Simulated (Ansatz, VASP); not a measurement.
**MoS2: VASP beside Ansatz**

Contents of INCAR:

```
SYSTEM = MoS2
PREC = Accurate
ENCUT = 520
EDIFF = 1E-6
ISMEAR = 0
SIGMA = 0.05
LREAL = .FALSE.
LASPH = .TRUE.
NELM = 80
ALGO = Normal
ISIF = 2
LWAVE = .FALSE.
LCHARG = .FALSE.
GGA = PE
IVDW = 12
NBANDS = 35
```

File KPOINTS:

```
Automatic mesh
0
G
  12 12 4
  0 0 0
```

The input POSCAR:

```
MoS2
1.0
    3.1493579417      0.0000000000      0.0000000000
   -1.5746789709      2.7274239831      0.0000000000
    0.0000000000      0.0000000000     12.0917670417
Mo S
2 4
Direct
    0.3333333333      0.6666666667      0.2500000000
    0.6666666667      0.3333333333      0.7500000000
    0.3133511082      0.6267022164      0.6155347464
    0.6466844416      0.2933688831      0.1155347464
    0.3533155584      0.7066311169      0.8844652536
    0.6866488918      0.3732977836      0.3844652536
```

Input for Ansatz:

```yaml
crystal:
  lattice:
    - [3.1493579417, 0.0, 0.0]
    - [-1.5746789709, 2.7274239831, 0.0]
    - [0.0, 0.0, 12.0917670417]
  atoms:
    - { symbol: Mo, position: [0.3333333333, 0.6666666667, 0.25] }
    - { symbol: Mo, position: [0.6666666667, 0.3333333333, 0.75] }
    - { symbol: S, position: [0.3133511082, 0.6267022164, 0.6155347464] }
    - { symbol: S, position: [0.6466844416, 0.2933688831, 0.1155347464] }
    - { symbol: S, position: [0.3533155584, 0.7066311169, 0.8844652536] }
    - { symbol: S, position: [0.6866488918, 0.3732977836, 0.3844652536] }
basis:
  ecutwfc: 420
kpoints:
  mp_grid: { grid: [12, 12, 4] }
hamiltonian:
  xc: pbe
  pseudopotentials: { kind: paw, azcp: { folder: soft_1 } }
  dispersion: d3bj
scf:
  occupations: { method: gaussian, width: 0.05 }
output:
  forces: true
  stress: true
  eigenvalues: true
```

Change from the starting cell: mode 10 frozen in at -0.109 Å and mode 16 at -0.060 Å (largest displacements).

Alike in both runs: task single point; functional PBE; dispersion D3(BJ); k mesh 12 × 12 × 4; occupations gaussian, width 0.05 eV; no spin polarisation.

|  | VASP | Ansatz |
| --- | --- | --- |
| version | VASP 6.6.1 | Ansatz 0.2.0 |
| potentials or method | VASP PAW PBE potentials, release 64 (Mo_sv, S), cutoff 520 eV | scalar-relativistic, plane waves, PAW |
| valence electrons in the cell | 52 | 52 |

|  | VASP | Ansatz | Ansatz less VASP |
| --- | --- | --- | --- |
| gap on the k mesh at the Fermi level (eV) | 0.71 | 0.69 | -0.015 |
| least direct gap on the mesh (eV) | 1.70 | 1.70 | -0.002 |
| pressure (GPa) | -5.0 | -4.8 | +0.14 |
| traceless stress, the component that is largest in VASP (GPa) | -8.20 | -8.22 | -0.020 |
| rms of the force components (eV/Å) | 0.635 | 0.631 | -0.0036 |

Atom by atom the forces differ by 0.006 eV/Å (rms over components).
